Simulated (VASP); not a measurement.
# ZnGe3 in VASP: notebook

ZnGe3 is run at these levels: PBEsol; tasks: single point.

Everything below comes from runs of VASP 6.6.1. Logs are shortened: lines on timing, memory, paths and dates and some standing lists are left out, and cuts for length are marked.

### Step 1. The cell of the first run

The structure is cubic, space group Pm-3m (No. 221). The conventional cell has a = 4.222 Å, b = 4.222 Å, c = 4.222 Å, α = 90.00°, β = 90.00°, γ = 90.00°. Within 3.9 Å of Zn (site symmetry m-3m) lie 12 Ge at 2.99 Å. Ge (site symmetry 4/mmm) has 4 Zn at 2.99 Å and 8 Ge at 2.99 Å within 3.9 Å.

### Step 2. Single point, PBEsol

The input, INCAR:

```
  PREC = Accurate
  ENCUT = 520
  EDIFF = 1E-7
  ISMEAR = -1
  SIGMA = 0.1
  LREAL = F
  LASPH = T
  NELM = 80
  ALGO = Normal
  ISIF = 2
  LWAVE = F
  LCHARG = T
  GGA = PS
  LELF = T
  LVHAR = T
  NBANDS = 35
```

The input, KPOINTS:

```
regular mesh
0
Gamma
  8 8 8
```

The input, POSCAR:

```
ZnGe3
1.0
    4.2223630000      0.0000000000      0.0000000000
    0.0000000000      4.2223630000      0.0000000000
    0.0000000000      0.0000000000      4.2223630000
Zn Ge
1 3
Direct
    0.0000000000      0.0000000000      0.0000000000
    0.0000000000      0.5000000000      0.5000000000
    0.5000000000      0.0000000000      0.5000000000
    0.5000000000      0.5000000000      0.0000000000
```

Potentials or basis: VASP PAW PBE potentials, release 64 (Zn, Ge_d).

On the command line:

```console
> cat potpaw_PBE.64/Zn/POTCAR potpaw_PBE.64/Ge_d/POTCAR > POTCAR
> mpirun -np 1 vasp_std > vasp.out
```

OUTCAR:

```text
PREC = Accurate
   ENCUT = 520
   EDIFF = 1E-7
   ISMEAR = -1
   LREAL = F
   LASPH = T
   NELM = 80
   ISIF = 2
   GGA = PS

 ion  position               nearest neighbor table
   1  0.000  0.000  0.000-
   2  0.000  0.500  0.500-
   3  0.500  0.000  0.500-
   4  0.500  0.500  0.000-

  LATTYP: Found a simple cubic cell.
 ALAT       =     4.2223630000

  Lattice vectors:

 A1 = (   4.2223630000,   0.0000000000,   0.0000000000)
 A2 = (   0.0000000000,   4.2223630000,   0.0000000000)
 A3 = (   0.0000000000,   0.0000000000,   4.2223630000)

Analysis of symmetry for initial positions (statically):
=====================================================================
 Subroutine PRICEL returns:
 Original cell was already a primitive cell.

 Routine SETGRP: Setting up the symmetry group for a
 simple cubic supercell.

 Subroutine GETGRP returns: Found 48 space group operations
 (whereof 48 operations were pure point group operations)
 out of a pool of 48 trial point group operations.

The static configuration has the point symmetry O_h .

Analysis of symmetry for dynamics (positions and initial velocities):
=====================================================================
 Subroutine PRICEL returns:
 Original cell was already a primitive cell.

 Routine SETGRP: Setting up the symmetry group for a
 simple cubic supercell.

 Subroutine GETGRP returns: Found 48 space group operations
 (whereof 48 operations were pure point group operations)
 out of a pool of 48 trial point group operations.

The dynamic configuration has the point symmetry O_h .

 Subroutine INISYM returns: Found 48 space group operations
 (whereof 48 operations are pure point group operations),
 and found     1 'primitive' translations

----------------------------------------------------------------------------------------

                                     Primitive cell

  volume of cell :      75.2778

  direct lattice vectors                    reciprocal lattice vectors
     4.222363000  0.000000000  0.000000000     0.236834209  0.000000000  0.000000000
     0.000000000  4.222363000  0.000000000     0.000000000  0.236834209  0.000000000
[... 79 lines left out ...]
 SYSTEM =  unknown system
   PREC   = accura    normal or accurate (medium, high low for compatibility)
   ISTART =      0    job   : 0-new  1-cont  2-samecut
   ICHARG =      2    charge: 1-file 2-atom 10-const
   ISPIN  =      1    spin polarized calculation?
   LNONCOLLINEAR =      F non collinear calculations
   LSORBIT =      F    spin-orbit coupling
   LASPH  =      T    aspherical Exc in radial PAW
   ENCUT  =  520.0 eV  38.22 Ry    6.18 a.u.   7.85  7.85  7.85*2*pi/ulx,y,z
   NELM   =     80;   NELMIN=  2; NELMDL= -5     # of ELM steps
   EDIFF  = 0.1E-06   stopping-criterion for ELM
   LREAL  =      F    real-space projection
   EDIFFG = 0.1E-05   stopping-criterion for IOM
   NSW    =      0    number of steps for IOM
   IBRION =     -1    ionic relax: 0-MD 1-quasi-New 2-CG
   NFREE  =      0    steps in history (QN), initial steepest desc. (CG)
   ISIF   =      2    stress and relaxation
   ISYM   =      2    0-nonsym 1-usesym 2-fastsym
   POTIM  = 0.5000    time-step for ionic-motion
   TEBEG  =    0.0;   TEEND  =   0.0 temperature during run
   PSTRESS=    0.0 pullay stress
   NELECT =      54.0000    total number of electrons
   NUPDOWN=      -1.0000    fix difference up-down
   EMIN   =  10.00;   EMAX   =-10.00  energy-range for DOS
   EFERMI =   0.00;   METHOD = LEGACY
   ISMEAR =    -1;   SIGMA  =   0.10  broadening in eV -4-tet -1-fermi 0-gaus
   EFERMI_NEDOS =   21; number of points for ismear=-14 and -15
   IALGO  =     38    algorithm
   IMIX   =      4    mixing-type and parameters
     AMIX     =   0.40;   BMIX     =  1.00
     AMIX_MAG =   1.60;   BMIX_MAG =  1.00
  volume/ion in A,a.u.               =      18.82       127.00
  Fermi-wavevector in a.u.,A,eV,Ry     =   1.465493  2.769381 29.220834  2.147671
  Thomas-Fermi vector in A             =   2.581344
   LORBIT       =      0    0 simple, 1 ext, 2 COOP (PROOUT), +10 PAW based schemes
   GGA     = PS    functional components
   LHFCALC =     F    Hartree Fock is set to
   AEXX    =    0.0000 exact exchange contribution
   IVDW    =     0    specifies the selected vdW correction
   LEPSILON=     F    determine dielectric tensor
   LRPA    =     F    only Hartree local field effects (RPA)
 non-spin polarized calculation
  energy-cutoff  :      520.00
  volume of cell :       75.28
 maximum number of plane-waves:      2048
 NGX is ok and might be reduce to    32
   NGX = 15   NGY = 15   NGZ = 15

 number of electron      54.0000058 magnetization

 Free energy of the ion-electron system (eV)
  ---------------------------------------------------
  ext. energy  EPLUGINS =         0.00000000
  ---------------------------------------------------
  free energy    TOTEN  =       -15.33280448 eV

  energy without entropy =      -15.26073095  energy(sigma->0) =      -15.29676772

 E-fermi :   5.4917     XC(G=0): -11.2521

 val. band max:        5.4786215548   @ k =   0.2500   0.1250   0.1250
 cond. band min:       5.5048440294   @ k =   0.3750   0.2500   0.1250
 fundamental gap:      0.0262224747
 Fermi energy:         5.4916904510

 k-point     1 :       0.0000    0.0000    0.0000
  band No.  band energies     occupation
      1     -19.2707      2.00000
      2     -19.2707      2.00000
      3     -19.2707      2.00000
      4     -19.2587      2.00000
      5     -19.2225      2.00000
      6     -19.2225      2.00000
[... 901 lines left out ...]
     34      11.3773      0.00000
     35      13.6645      0.00000

 [... further k-points ...]
[... 5 lines left out ...]
  --------------------------------------------------------------------------------------
  -------------------------------------------------------------------------------------
  Total       -1.8278569     -1.8278569     -1.8278569     -0.0000000     -0.0000000      0.0000000
  in kB      -38.9032662    -38.9032662    -38.9032662     -0.0000000     -0.0000000      0.0000000
  external PRESSURE =     -38.9032662 kB  Pullay stress =       0.0000000 kB

 VOLUME and BASIS-vectors are now :
 -----------------------------------------------------------------------------
  energy-cutoff  :      520.00
  volume of cell :       75.28
      direct lattice vectors                 reciprocal lattice vectors
     4.222363000  0.000000000  0.000000000     0.236834209  0.000000000  0.000000000
     0.000000000  4.222363000  0.000000000     0.000000000  0.236834209  0.000000000
     0.000000000  0.000000000  4.222363000     0.000000000  0.000000000  0.236834209

 POSITION                                       TOTAL-FORCE (eV/Angst)
 -----------------------------------------------------------------------------------
      0.00000      0.00000      0.00000         0.000000      0.000000      0.000000
      0.00000      2.11118      2.11118         0.000000      0.000000      0.000000
      2.11118      0.00000      2.11118         0.000000      0.000000      0.000000
      2.11118      2.11118      0.00000         0.000000      0.000000      0.000000
 -----------------------------------------------------------------------------------
    total drift:                                0.000000     -0.000000     -0.000000

  FREE ENERGIE OF THE ION-ELECTRON SYSTEM (eV)
  ---------------------------------------------------
  free  energy   TOTEN  =       -15.3328044819 eV

  energy  without entropy=      -15.2607309490  energy(sigma->0) =      -15.29676772
```

OSZICAR:

```text
N       E                     dE             d eps       ncg     rms          rms(c)
DAV:   1     0.429266292050E+03    0.42927E+03   -0.26559E+04  2854   0.414E+03
DAV:   2     0.598791757437E+02   -0.36939E+03   -0.36038E+03  2450   0.738E+02
DAV:   3    -0.118347908764E+02   -0.71714E+02   -0.70768E+02  2672   0.200E+02
DAV:   4    -0.155511980451E+02   -0.37164E+01   -0.37011E+01  2839   0.511E+01
DAV:   5    -0.156188993097E+02   -0.67701E-01   -0.67677E-01  2684   0.796E+00    0.311E+00
DAV:   6    -0.153612903521E+02    0.25761E+00   -0.11386E+00  2954   0.162E+01    0.258E+00
DAV:   7    -0.153412454158E+02    0.20045E-01   -0.15153E-01  2684   0.395E+00    0.113E+00
DAV:   8    -0.153332681090E+02    0.79773E-02   -0.21040E-02  2855   0.118E+00    0.187E-01
DAV:   9    -0.153327967602E+02    0.47135E-03   -0.15554E-03  2918   0.542E-01    0.579E-02
DAV:  10    -0.153328029459E+02   -0.61857E-05   -0.47199E-04  2765   0.198E-01    0.214E-02
DAV:  11    -0.153328032828E+02   -0.33686E-06   -0.42121E-05  3426   0.930E-02    0.927E-03
DAV:  12    -0.153328045560E+02   -0.12732E-05   -0.61722E-06  2868   0.331E-02    0.220E-03
DAV:  13    -0.153328044443E+02    0.11172E-06   -0.54016E-07  2247   0.604E-03    0.722E-04
DAV:  14    -0.153328044819E+02   -0.37606E-07   -0.33927E-08  1405   0.211E-03
   1 F= -.15332804E+02 E0= -.15296768E+02  d E =-.720735E-01
```

stdout:

```text
POSCAR found type information on POSCAR ZnGe
 POSCAR found :  2 types and       4 ions
 scaLAPACK will be used
 -----------------------------------------------------------------------------
|                                                                             |
|                                                                             |
|     You enforced a specific xc type in the INCAR file but a different       |
|     I HOPE YOU KNOW WHAT YOU ARE DOING!                                     |
|                                                                             |
 -----------------------------------------------------------------------------

 LDA part: xc-table for (Slater+PW92), standard interpolation
 POSCAR, INCAR and KPOINTS ok, starting setup
 FFT: planning ... GRIDC
 FFT: planning ... GRID_SOFT
 FFT: planning ... GRID
 WAVECAR not read
 entering main loop
```

Run time: 68 s. Hardware: 1 thread of Oxide Virtual Turin-like, shared host; peak memory 0.19 GiB.

Results:

- Free energy: -15.3328 eV
- Pressure: -3.9 GPa
- Band gap on the k mesh: zero (bands 27 and 28 overlap by 4.23 eV)

Caveat: the cell stands under tension; the PAW data sets were made with another functional, which shifts forces and pressure a little.

### Step 3. Single point, PBEsol

This run uses another cell than the first one, of 18.44 Å³/atom.

The input, INCAR:

```
SYSTEM = ZnGe3
ALGO     = Normal         ! electronic algorithm
EDIFF    = 1E-6           ! SCF threshold, eV
ENCUT    = 520            ! plane-wave cutoff, eV
GGA      = PS             ! functional
ISIF     = 2              ! what is computed and relaxed
ISMEAR   = -1             ! smearing method
LASPH    = .TRUE.         ! aspherical terms in the spheres
LCHARG   = .TRUE.         ! write CHGCAR
LELF     = .TRUE.         ! ELF
LREAL    = .FALSE.        ! projectors in reciprocal space
LVHAR    = .TRUE.       
LWAVE    = .FALSE.        ! write WAVECAR
NBANDS   = 35             ! bands
NELM     = 60             ! most SCF steps
PREC     = Accurate       ! precision mode
SIGMA    = 0.1            ! smearing width, eV
```

The input, KPOINTS:

```
k-points
0
G
  8 8 8
  0 0 0
```

Edit POSCAR of step 2 so:

```diff
@@ -4,3 +4,3 @@
     0.0000000000      4.2223630000      0.0000000000
-    0.0000000000      0.0000000000      4.2223630000
+    0.0000000000      0.0000000000      4.1379157400
 Zn Ge
```

Potentials or basis: VASP PAW PBE potentials, release 64 (Zn, Ge_d).

On the command line:

```console
> cat potpaw_PBE.64/Zn/POTCAR potpaw_PBE.64/Ge_d/POTCAR > POTCAR
> mpirun -np 1 vasp_std > vasp.out
```

Run time: 96 s. Hardware: 1 thread of Oxide Virtual Turin-like, shared host; peak memory 0.25 GiB.

Results (log left out):

- Free energy: -15.3666 eV
- Pressure: -2.7 GPa
- Band gap on the k mesh: zero (bands 27 and 28 overlap by 4.47 eV)

Stress tensor (GPa, compression positive):
```
-2.43  0.00  0.00
 0.00 -2.43  0.00
 0.00  0.00 -3.28
```

Levels at points of the mesh, in eV from the Fermi level:
```tsv
k point	band 24	band 25	band 26	band 27	band 28	band 29	band 30	band 31
(0.00, 0.00, 0.00)	-3.84	-3.84	-3.61	-1.47	2.77	2.77	2.83	4.40
(0.50, 0.00, 0.00)	-1.95	-1.71	-1.69	-1.04	-0.81	0.39	0.46	5.05
(0.50, 0.50, 0.00)	-6.12	-0.43	0.10	0.50	0.50	0.63	0.63	2.65
(0.00, 0.00, 0.50)	-1.82	-1.82	-1.79	-0.98	-0.98	0.21	0.34	4.91
(0.50, 0.00, 0.50)	-6.06	-0.74	-0.04	0.21	0.22	0.47	0.52	2.30
(0.50, 0.50, 0.50)	-5.72	-4.84	-4.84	-4.78	-3.20	6.83	6.99	7.22
```

Caveat: the PAW data sets were made with another functional, which shifts forces and pressure a little.

The gap in the log of VASP goes by the Fermi energy; the results here count the filled bands.